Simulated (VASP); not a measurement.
# SiGeO4 (F-43m) in VASP: notebook

Runs on SiGeO4. Level: PBE. Tasks: single point.

All numbers are computed with VASP 6.6.1; they aren't measurements. Logs are shortened: lines on timing, memory, paths and dates and some standing lists are left out, and cuts for length are marked.

## 1. The cell of the first run

Symmetry: F-43m, No. 216, cubic system. The conventional cell has a = 7.572 Å, b = 7.572 Å, c = 7.572 Å, α = 90.00°, β = 90.00°, γ = 90.00°. Si (site symmetry -43m) has 4 O at 1.58 Å within 2.1 Å. Within 2.3 Å of Ge (site symmetry -43m) lie 4 O at 1.69 Å. Within 2.1 Å of O (site symmetry 3m) lie 1 Si at 1.58 Å and 1 Ge at 1.69 Å.

## 2. Single point, PBE (18.09 Å³/atom)

INCAR reads:

```
SYSTEM = SiGeO4
PREC     = Accurate       ! precision mode
ENCUT    = 1340           ! plane-wave cutoff, eV
EDIFF    = 1E-6           ! SCF threshold, eV
ISMEAR   = 0              ! smearing method
SIGMA    = 0.02           ! smearing width, eV
LREAL    = .False.        ! projectors in reciprocal space
LASPH    = .True.         ! aspherical terms in the spheres
NELM     = 120            ! most SCF steps
ALGO     = Normal         ! electronic algorithm
ISIF     = 2              ! what is computed and relaxed
LWAVE    = .False.        ! write WAVECAR
LCHARG   = .False.        ! write CHGCAR
GGA      = PE             ! functional
NBANDS   = 30             ! bands
GGA_COMPAT= .False.
```

KPOINTS reads:

```
Automatic mesh
0
Gamma
  6 6 6
  0 0 0
```

POSCAR reads:

```
SiGeO4
1.0
    0.0000000000      3.7858471201      3.7858471201
    3.7858471201      0.0000000000      3.7858471201
    3.7858471201      3.7858471201      0.0000000000
Si Ge O
1 1 4
Direct
    0.7500000000      0.7500000000      0.7500000000
    0.5000000000      0.5000000000      0.5000000000
    0.1124741129      0.6291752957      0.6291752957
    0.6291752957      0.1124741129      0.6291752957
    0.6291752957      0.6291752957      0.1124741129
    0.6291752957      0.6291752957      0.6291752957
```

Potentials or basis: VASP PAW PBE potentials, release 64 (Si, Ge_d, O_h).

The run is started by

```
$ cat potpaw_PBE.64/Si/POTCAR potpaw_PBE.64/Ge_d/POTCAR potpaw_PBE.64/O_h/POTCAR > POTCAR
$ mpirun -np 1 vasp_std > vasp.out
```

OUTCAR:

```text
SYSTEM = SiGeO4
   PREC = Accurate
   ENCUT = 1340
   EDIFF = 1E-6
   ISMEAR = 0
   LREAL = .False.
   LASPH = .True.
   NELM = 120
   ISIF = 2
   GGA = PE

 ion  position               nearest neighbor table
   1  0.750  0.750  0.750-   6 1.58   4 1.58   5 1.58   3 1.58
   2  0.500  0.500  0.500-   3 1.69   4 1.69   5 1.69   6 1.69
   3  0.112  0.629  0.629-   1 1.58   2 1.69
   4  0.629  0.112  0.629-   1 1.58   2 1.69
   5  0.629  0.629  0.112-   1 1.58   2 1.69
   6  0.629  0.629  0.629-   1 1.58   2 1.69

  LATTYP: Found a face centered cubic cell.
 ALAT       =     7.5716942402

  Lattice vectors:

 A1 = (   0.0000000000,   3.7858471201,   3.7858471201)
 A2 = (   3.7858471201,   0.0000000000,   3.7858471201)
 A3 = (   3.7858471201,   3.7858471201,   0.0000000000)

Analysis of symmetry for initial positions (statically):
=====================================================================
 Subroutine PRICEL returns:
 Original cell was already a primitive cell.

 Routine SETGRP: Setting up the symmetry group for a
 face centered cubic supercell.

 Subroutine GETGRP returns: Found 24 space group operations
 (whereof 24 operations were pure point group operations)
 out of a pool of 48 trial point group operations.

The static configuration has the point symmetry T_d .

Analysis of symmetry for dynamics (positions and initial velocities):
=====================================================================
 Subroutine PRICEL returns:
 Original cell was already a primitive cell.

 Routine SETGRP: Setting up the symmetry group for a
 face centered cubic supercell.

 Subroutine GETGRP returns: Found 24 space group operations
 (whereof 24 operations were pure point group operations)
 out of a pool of 48 trial point group operations.

The dynamic configuration has the point symmetry T_d .

 Subroutine INISYM returns: Found 24 space group operations
 (whereof 24 operations are pure point group operations),
 and found     1 'primitive' translations

----------------------------------------------------------------------------------------

                                     Primitive cell

  volume of cell :     108.5224

  direct lattice vectors                    reciprocal lattice vectors
     0.000000000  3.785847120  3.785847120    -0.132070838  0.132070838  0.132070838
     3.785847120  0.000000000  3.785847120     0.132070838 -0.132070838  0.132070838
     3.785847120  3.785847120  0.000000000     0.132070838  0.132070838 -0.132070838

  length of vectors
     5.353996342  5.353996342  5.353996342     0.228753401  0.228753401  0.228753401

  position of ions in fractional coordinates (direct lattice)
     0.750000000  0.750000000  0.750000000
     0.500000000  0.500000000  0.500000000
     0.112474113  0.629175296  0.629175296
     0.629175296  0.112474113  0.629175296
     0.629175296  0.629175296  0.112474113
     0.629175296  0.629175296  0.629175296

  ion indices of the primitive-cell ions
   primitive index   ion index
                 1           1
                 2           2
                 3           3
                 4           4
                 5           5
                 6           6

----------------------------------------------------------------------------------------

 KPOINTS: Automatic mesh

Automatic generation of k-mesh.
 Grid dimensions read from file:
 generate k-points for:    6    6    6

 Generating k-lattice:

  Cartesian coordinates                     Fractional coordinates (reciprocal lattice)
    -0.022011806  0.022011806  0.022011806     0.166666667  0.000000000  0.000000000
     0.022011806 -0.022011806  0.022011806     0.000000000  0.166666667  0.000000000
     0.022011806  0.022011806 -0.022011806     0.000000000  0.000000000  0.166666667

  Length of vectors
     0.038125567  0.038125567  0.038125567

  Shift w.r.t. Gamma in fractional coordinates (k-lattice)
     0.000000000  0.000000000  0.000000000

 Subroutine IBZKPT returns following result:
 ===========================================

 Found     16 irreducible k-points:

 Following reciprocal coordinates:
            Coordinates               Weight
  0.000000  0.000000  0.000000      1.000000
  0.166667  0.000000  0.000000      8.000000
  0.333333  0.000000  0.000000      8.000000
  0.500000  0.000000  0.000000      4.000000
  0.166667  0.166667  0.000000      6.000000
  0.333333  0.166667  0.000000     24.000000
[... 8 lines left out ...]
 -0.333333  0.333333  0.166667     24.000000
 -0.333333  0.500000  0.166667     12.000000
   k-points           NKPTS =     16   k-points in BZ     NKDIM =     16   number of bands    NBANDS=     30
   number of dos      NEDOS =    301   number of ions     NIONS =      6
   total plane-waves  NPLWV = 262144
   dimension x,y,z NGX =    64 NGY =   64 NGZ =   64
   dimension x,y,z NGXF=   128 NGYF=  128 NGZF=  128
   ions per type =               1   1   4
   NGX,Y,Z   is equivalent  to a cutoff of  19.87, 19.87, 19.87 a.u.
   NGXF,Y,Z  is equivalent  to a cutoff of  39.75, 39.75, 39.75 a.u.
 SYSTEM =  SiGeO4
   PREC   = accura    normal or accurate (medium, high low for compatibility)
   ISTART =      0    job   : 0-new  1-cont  2-samecut
   ICHARG =      2    charge: 1-file 2-atom 10-const
   ISPIN  =      1    spin polarized calculation?
   LNONCOLLINEAR =      F non collinear calculations
   LSORBIT =      F    spin-orbit coupling
   LASPH  =      T    aspherical Exc in radial PAW
   ENCUT  = 1340.0 eV  98.49 Ry    9.92 a.u.  15.98 15.98 15.98*2*pi/ulx,y,z
   NELM   =    120;   NELMIN=  2; NELMDL= -5     # of ELM steps
   EDIFF  = 0.1E-05   stopping-criterion for ELM
   LREAL  =      F    real-space projection
   EDIFFG = 0.1E-04   stopping-criterion for IOM
   NSW    =      0    number of steps for IOM
   IBRION =     -1    ionic relax: 0-MD 1-quasi-New 2-CG
   NFREE  =      0    steps in history (QN), initial steepest desc. (CG)
   ISIF   =      2    stress and relaxation
   ISYM   =      2    0-nonsym 1-usesym 2-fastsym
   POTIM  = 0.5000    time-step for ionic-motion
   TEBEG  =    0.0;   TEEND  =   0.0 temperature during run
   PSTRESS=    0.0 pullay stress
   NELECT =      42.0000    total number of electrons
   NUPDOWN=      -1.0000    fix difference up-down
   EMIN   =  10.00;   EMAX   =-10.00  energy-range for DOS
   EFERMI =   0.00;   METHOD = LEGACY
   ISMEAR =     0;   SIGMA  =   0.02  broadening in eV -4-tet -1-fermi 0-gaus
   EFERMI_NEDOS =   21; number of points for ismear=-14 and -15
   IALGO  =     38    algorithm
   IMIX   =      4    mixing-type and parameters
     AMIX     =   0.40;   BMIX     =  1.00
     AMIX_MAG =   1.60;   BMIX_MAG =  1.00
  volume/ion in A,a.u.               =      18.09       122.06
  Fermi-wavevector in a.u.,A,eV,Ry     =   1.193030  2.254501 19.365466  1.423322
  Thomas-Fermi vector in A             =   2.329055
   LORBIT       =      0    0 simple, 1 ext, 2 COOP (PROOUT), +10 PAW based schemes
   GGA     = PE    functional components
   LHFCALC =     F    Hartree Fock is set to
   AEXX    =    0.0000 exact exchange contribution
   IVDW    =     0    specifies the selected vdW correction
   LEPSILON=     F    determine dielectric tensor
   LRPA    =     F    only Hartree local field effects (RPA)
 non-spin polarized calculation
 Gauss-broadening in eV      SIGMA  =   0.02
  energy-cutoff  :     1340.00
  volume of cell :      108.52
 maximum number of plane-waves:     12150
   NGX = 31   NGY = 31   NGZ = 31

 number of electron      42.0000000 magnetization

 Free energy of the ion-electron system (eV)
  ---------------------------------------------------
  ext. energy  EPLUGINS =         0.00000000
  ---------------------------------------------------
  free energy    TOTEN  =       -42.46457776 eV

  energy without entropy =      -42.46457776  energy(sigma->0) =      -42.46457776

 E-fermi :  -0.8901     XC(G=0):  -7.4773

 val. band max:       -0.9829503598   @ k =   0.5000   0.0000   0.0000
 cond. band min:       3.7351556079   @ k =   0.0000   0.0000   0.0000
 fundamental gap:      4.7181059677
 Fermi energy:        -0.8900815294

 k-point     1 :       0.0000    0.0000    0.0000
  band No.  band energies     occupation
      1     -24.3447      2.00000
      2     -24.3447      2.00000
      3     -24.3447      2.00000
      4     -23.9800      2.00000
      5     -23.9800      2.00000
      6     -20.2906      2.00000
[... 22 lines left out ...]
     29      10.7514      0.00000
     30      11.6213      0.00000

 k-point     2 :       0.1667    0.0000    0.0000
  band No.  band energies     occupation
      1     -24.3472      2.00000
      2     -24.3445      2.00000
      3     -24.3445      2.00000
      4     -23.9800      2.00000
      5     -23.9800      2.00000
      6     -20.2025      2.00000
[... 22 lines left out ...]
     29      10.8467      0.00000
     30      12.1242      0.00000

 k-point     3 :       0.3333    0.0000    0.0000
  band No.  band energies     occupation
      1     -24.3522      2.00000
      2     -24.3441      2.00000
      3     -24.3441      2.00000
      4     -23.9799      2.00000
      5     -23.9799      2.00000
      6     -19.9803      2.00000
[... 22 lines left out ...]
     29      10.9072      0.00000
     30      12.2867      0.00000

 k-point     4 :       0.5000    0.0000    0.0000
  band No.  band energies     occupation
      1     -24.3546      2.00000
      2     -24.3439      2.00000
      3     -24.3439      2.00000
      4     -23.9799      2.00000
      5     -23.9799      2.00000
      6     -19.8234      2.00000
[... 352 lines left out ...]
     29      11.3429      0.00000
     30      11.5465      0.00000

 k-point    15 :      -0.3333    0.3333    0.1667
  band No.  band energies     occupation
      1     -24.3578      2.00000
      2     -24.3435      2.00000
      3     -24.3432      2.00000
      4     -23.9799      2.00000
      5     -23.9798      2.00000
      6     -19.5791      2.00000
[... 22 lines left out ...]
     29      11.0215      0.00000
     30      12.0339      0.00000

 k-point    16 :      -0.3333    0.5000    0.1667
  band No.  band energies     occupation
      1     -24.3588      2.00000
      2     -24.3432      2.00000
      3     -24.3431      2.00000
      4     -23.9800      2.00000
      5     -23.9798      2.00000
      6     -19.3855      2.00000
[... 22 lines left out ...]
     29      11.1176      0.00000
     30      11.6043      0.00000

------------------------ aborting loop because EDIFF is reached ----------------------------------------

  FORCE on cell =-STRESS in cart. coord.  units (eV):
  Direction    XX          YY          ZZ          XY          YZ          ZX
  --------------------------------------------------------------------------------------
  -------------------------------------------------------------------------------------
  Total        5.6275266      5.6275266      5.6275266     -0.0000000     -0.0000000     -0.0000000
  in kB       83.0823800     83.0823800     83.0823800     -0.0000000     -0.0000000     -0.0000000
  external PRESSURE =      83.0823800 kB  Pullay stress =       0.0000000 kB

 VOLUME and BASIS-vectors are now :
 -----------------------------------------------------------------------------
  energy-cutoff  :     1340.00
  volume of cell :      108.52
      direct lattice vectors                 reciprocal lattice vectors
     0.000000000  3.785847120  3.785847120    -0.132070838  0.132070838  0.132070838
     3.785847120  0.000000000  3.785847120     0.132070838 -0.132070838  0.132070838
     3.785847120  3.785847120  0.000000000     0.132070838  0.132070838 -0.132070838

 POSITION                                       TOTAL-FORCE (eV/Angst)
 -----------------------------------------------------------------------------------
      5.67877      5.67877      5.67877        -0.000000     -0.000000     -0.000000
      3.78585      3.78585      3.78585        -0.000000     -0.000000     -0.000000
      4.76392      2.80777      2.80777        -0.069429      0.069429      0.069429
      2.80777      4.76392      2.80777         0.069429     -0.069429      0.069429
      2.80777      2.80777      4.76392         0.069429      0.069429     -0.069429
      4.76392      4.76392      4.76392        -0.069429     -0.069429     -0.069429
 -----------------------------------------------------------------------------------
    total drift:                               -0.000001     -0.000001     -0.000001

  FREE ENERGIE OF THE ION-ELECTRON SYSTEM (eV)
  ---------------------------------------------------
  free  energy   TOTEN  =       -42.4645777603 eV

  energy  without entropy=      -42.4645777603  energy(sigma->0) =      -42.46457776
```

Run time: 4.4 min. Hardware: 1 thread of Intel Xeon Platinum 8259CL at 2.50GHz (Skylake/Cascade Lake), shared host; peak memory 0.64 GiB.

Results:

```
Free energy            : -42.4646 eV
Pressure               : 8.3 GPa
Largest force          : 0.120 eV/Å
Band gap on the k mesh : 4.72 eV (least direct gap 4.72 eV)
```

Forces in eV/Å, atoms in the order of the input:
```
Si   0.000  0.000  0.000
Ge   0.000  0.000  0.000
O   -0.069  0.069  0.069
O    0.069 -0.069  0.069
O    0.069  0.069 -0.069
O   -0.069 -0.069 -0.069
```

Levels at points of the mesh, in eV from the valence-band top:
```tsv
k point	band 18	band 19	band 20	band 21	band 22	band 23	band 24	band 25
(0.00, 0.00, 0.00)	-1.59	-0.01	-0.01	-0.01	4.72	7.28	8.77	8.77
(0.50, 0.00, 0.00)	-1.78	-0.69	-0.69	0.00	6.37	7.87	8.64	10.14
(0.50, 0.50, 0.00)	-1.48	-0.84	-0.47	-0.47	7.32	7.94	9.00	10.64
```

Caveat: the cell stands under pressure. A k mesh can miss the band edges.

## 3. Single point, PBE

This run uses another cell than the first one, of 19.21 Å³/atom.

INCAR reads:

```
PREC     = Accurate       # precision mode
ENCUT    = 1340           # plane-wave cutoff, eV
EDIFF    = 1E-6           # SCF threshold, eV
ISMEAR   = 0              # smearing method
SIGMA    = 0.1            # smearing width, eV
LREAL    = F              # projectors in reciprocal space
LASPH    = T              # aspherical terms in the spheres
NELM     = 120            # most SCF steps
ALGO     = Normal         # electronic algorithm
ISIF     = 2              # what is computed and relaxed
LWAVE    = F              # write WAVECAR
LCHARG   = T              # write CHGCAR
GGA      = PE             # functional
LELF     = T              # ELF
LVHAR    = T            
NBANDS   = 30             # bands
GGA_COMPAT= F
```

KPOINTS reads:

```
regular mesh
0
Gamma
  4 4 4
```

POSCAR reads:

```
SiGeO4
1.0
    0.0000000000      3.8627339777      3.8627339777
    3.8627339777      0.0000000000      3.8627339777
    3.8627339777      3.8627339777      0.0000000000
Si Ge O
1 1 4
Direct
    0.2500000000      0.2500000000      0.2500000000
    0.5000000000      0.5000000000      0.5000000000
    0.3707341805      0.8877974586      0.3707341805
    0.3707341805      0.3707341805      0.3707341805
    0.8877974586      0.3707341805      0.3707341805
    0.3707341805      0.3707341805      0.8877974586
```

Potentials or basis: VASP PAW PBE potentials, release 64 (Si, Ge_d, O_h).

The run is started by

```
$ cat potpaw_PBE.64/Si/POTCAR potpaw_PBE.64/Ge_d/POTCAR potpaw_PBE.64/O_h/POTCAR > POTCAR
$ mpirun -np 1 vasp_std > vasp.out
```

It took 3.6 min on 1 thread of Intel Xeon Platinum 8259CL at 2.50GHz (Skylake/Cascade Lake), shared host; peak memory 0.7 GiB.

It converged, with:

| Quantity | Value |
| --- | --- |
| Free energy | -42.6333 eV |
| Pressure | -0.1 GPa |
| Largest force | 0.089 eV/Å |
| Band gap on the k mesh | 4.06 eV |

Forces in eV/Å, atoms in the order of the input:
```
Si   0.000  0.000  0.000
Ge   0.000  0.000  0.000
O   -0.052  0.052 -0.052
O    0.052  0.052  0.052
O    0.052 -0.052 -0.052
O   -0.052 -0.052  0.052
```

Levels at points of the mesh, in eV from the valence-band top:
| k point | band 19 | band 20 | band 21 | band 22 | band 23 | band 24 |
| --- | --- | --- | --- | --- | --- | --- |
| (0.00, 0.00, 0.00) | 0.00 | 0.00 | 0.00 | 4.06 | 6.91 | 8.35 |
| (0.50, 0.00, 0.00) | -0.65 | -0.65 | 0.00 | 5.58 | 7.74 | 8.55 |
| (0.50, 0.50, 0.00) | -0.78 | -0.44 | -0.44 | 6.52 | 7.66 | 8.81 |
